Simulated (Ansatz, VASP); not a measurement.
Li4SiN: VASP beside Ansatz

File INCAR:

```
ALGO = Normal
EDIFF = 1E-6
ENCUT = 520
GGA = PE
ISIF = 2
ISMEAR = 0
ISPIN = 2
LASPH = T
LCHARG = F
LORBIT = 11
LREAL = F
LWAVE = F
MAGMOM = 0 0 0 0 0 1
NBANDS = 24
NELM = 150
PREC = Accurate
SIGMA = 0.1
```

KPOINTS

```
k-points
0
Gamma
  4 4 4
```

The input POSCAR:

```
Li4SiN
1.0
    4.5844542600      0.0000000000      0.0000000000
    0.0000000000      4.5844542600      0.0000000000
    0.0000000000      0.0000000000      3.9176321100
Li Si N
4 1 1
Direct
    0.7437507600      0.7437507600      0.5692125100
    0.2562492400      0.2562492400      0.5692125100
    0.2562492400      0.7437507600      0.5692125100
    0.7437507600      0.2562492400      0.5692125100
    0.0000000000      0.0000000000      0.0304217300
    0.5000000000      0.5000000000      0.9431869300
```

Input for Ansatz:

```yaml
crystal:
  lattice:
    - [4.58445426, 0.0, 0.0]
    - [0.0, 4.58445426, 0.0]
    - [0.0, 0.0, 3.91763211]
  atoms:
    - { symbol: Li, position: [0.74375076, 0.74375076, 0.56921251] }
    - { symbol: Li, position: [0.25624924, 0.25624924, 0.56921251] }
    - { symbol: Li, position: [0.25624924, 0.74375076, 0.56921251] }
    - { symbol: Li, position: [0.74375076, 0.25624924, 0.56921251] }
    - { symbol: Si, position: [0.0, 0.0, 0.03042173] }
    - { symbol: "N", position: [0.5, 0.5, 0.94318693], spin: 1.0 }
basis:
  ecutwfc: 420
kpoints:
  mp_grid: { grid: [4, 4, 4] }
hamiltonian:
  xc: pbe
scf:
  occupations: { method: gaussian, width: 0.1 }
  lower_state_search: "off"
output:
  forces: true
  stress: true
  eigenvalues: true
  populations: true
magnetization:
  spin_polarized: true
```

Alike in both runs: task single point; functional PBE; k mesh 4 × 4 × 4; occupations gaussian, width 0.1 eV; collinear spin.

```csv
,VASP,Ansatz
version,VASP 6.6.1,Ansatz 0.2.0
potentials or method,"VASP PAW PBE potentials, release 64 (Li_sv, Si, N), cutoff 520 eV","scalar-relativistic, plane waves, PAW"
valence electrons in the cell,21,21
```

Ansatz gave:

* gap on the k mesh at the Fermi level (eV): none
* rms of the force components (eV/Å): 0.363
* net moment per atom (μB): 0.03
* size of the moment on the site where the two differ most (μB): 0.06

What did VASP give for the same quantities?

gap on the k mesh at the Fermi level (eV): none; rms of the force components (eV/Å): 0.365; net moment per atom (μB): 0.01; size of the moment on the site where the two differ most (μB): 0.01.

Site moments also hang on the region over which each program counts them. Atom by atom the forces differ by 0.004 eV/Å (rms over components). A gap of «none» marks a metal or a gap that the smearing closes.

The k mesh is coarse, so the values compare programs but aren't converged. Noted on VASP's run: the cutoff is short for stress, so the pressure is rough.
